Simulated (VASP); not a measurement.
Wanted: the native input for a VASP 6.6.1 run.

```
Task                   : relaxation of cell and atoms
Functional             : r2SCAN
Potentials or basis    : VASP PAW PBE potentials, release 64 (Zn, S)
Cutoff                 : 600 eV
k mesh                 : 8 × 8 × 8
Occupations            : gaussian, width 0.02 eV
Spin                   : no spin polarisation
Target pressure        : 60 GPa
Dipole correction      : no
Further INCAR settings : ALGO = Normal; EDIFF = 1e-06; IBRION = 2; EDIFFG = -0.008; NSW = 70; ISIF = 3
```

The system is ZnS.

```
Zn S
1.0
     0.00000    2.42932    2.42932
     2.42932    0.00000    2.42932
     2.42932    2.42932    0.00000
Zn S
1 1
Direct
  0.00000 0.00000 0.00000
  0.25000 0.25000 0.25000
```

The input as run:

POSCAR

```
ZnS
1.0
    0.0000000000      2.4293245829      2.4293245829
    2.4293245829      0.0000000000      2.4293245829
    2.4293245829      2.4293245829      0.0000000000
Zn S
1 1
Direct
    0.0000000000      0.0000000000      0.0000000000
    0.2500000000      0.2500000000      0.2500000000
```

INCAR.step1

```
SYSTEM = ZnS
  PREC = Accurate
  ENCUT = 600
  ISMEAR = 0
  SIGMA = 0.02
  LREAL = .False.
  LASPH = .True.
  NELM = 80
  GGA = PE
  ALGO = Normal
  EDIFF = 1E-4
  LWAVE = .True.
  LCHARG = .False.
```

INCAR.step2

```
SYSTEM = ZnS
  PREC = Accurate
  ENCUT = 600
  EDIFF = 1E-6
  ISMEAR = 0
  SIGMA = 0.02
  LREAL = .False.
  LASPH = .True.
  NELM = 80
  ALGO = Normal
  ISIF = 3
  LWAVE = .False.
  LCHARG = .False.
  METAGGA = R2SCAN
  LMIXTAU = .True.
  IBRION = 2
  NSW = 70
  EDIFFG = -0.008
  PSTRESS = 600.0
  ISTART = 1
```

KPOINTS

```
Automatic mesh
0
Gamma
  8 8 8
  0 0 0
```

Potentials or basis: VASP PAW PBE potentials, release 64 (Zn, S).

The run is started by

```sh
$ cat potpaw_PBE.64/Zn/POTCAR potpaw_PBE.64/S/POTCAR > POTCAR
$ cp INCAR.step1 INCAR
$ mpirun -np 1 vasp_std > vasp.out
$ cp INCAR.step2 INCAR
$ mpirun -np 1 vasp_std > vasp.out
```

Results of the run:

The relaxed volume is 13.77 Å³/atom. The relaxed cell is a = 3.390 Å, b = 3.390 Å, c = 3.390 Å, α = 60.00°, β = 60.00°, γ = 60.00° and the space group after relaxing (to 0.05 Å) is F-43m (No. 216). The energy change on relaxing (the enthalpy is what falls) is +190.6 meV/atom, the ionic steps are 7 and the pressure after relaxing is 59.9 GPa. The band gap on the k mesh is 2.68 eV, indirect (least direct gap 4.49 eV).

Caveat: the cell is relaxed towards a set pressure, so the enthalpy falls and the energy may rise; the PAW data sets were made with another functional, which shifts forces and pressure a little.

It took 3.3 min on 1 thread of AMD EPYC 9R45 96-Core Processor (Zen 5), on a shared host, peak memory 0.15 GiB.
